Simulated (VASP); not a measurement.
A run of VASP 6.6.1 is set up as follows.

The input INCAR:

```
SYSTEM = TlBr
  PREC = Accurate
  ENCUT = 500
  EDIFF = 1E-6
  ISMEAR = 0
  SIGMA = 0.01
  LREAL = .False.
  LASPH = .True.
  NELM = 120
  ALGO = Normal
  ISIF = 2
  LWAVE = .False.
  LCHARG = .True.
  GGA = PE
  LELF = .True.
  LVHAR = .True.
  NBANDS = 17
  GGA_COMPAT = .False.
```

KPOINTS

```
regular mesh
0
Gamma
  6 6 6
  0 0 0
```

The input POSCAR:

```
TlBr
1.0
    4.0521413414      0.0000000000      0.0000000000
    0.0000000000      4.0521413414      0.0000000000
    0.0000000000      0.0000000000      4.0521413414
Tl Br
1 1
Direct
    0.0000000000      0.0000000000      0.0000000000
    0.5000000000      0.5000000000      0.5000000000
```

Potentials or basis: VASP PAW PBE potentials, release 64 (Tl_d, Br).

Command:

```bash
$ cat potpaw_PBE.64/Tl_d/POTCAR potpaw_PBE.64/Br/POTCAR > POTCAR
$ mpirun -np 1 vasp_std > vasp.out
```

What does it give for the pressure?

0.0 GPa.

What does it give for the band gap on the k mesh?

2.00 eV.

Caveat: spin-orbit coupling is left out, which moves the levels of the heavy elements. A k mesh can miss the band edges.
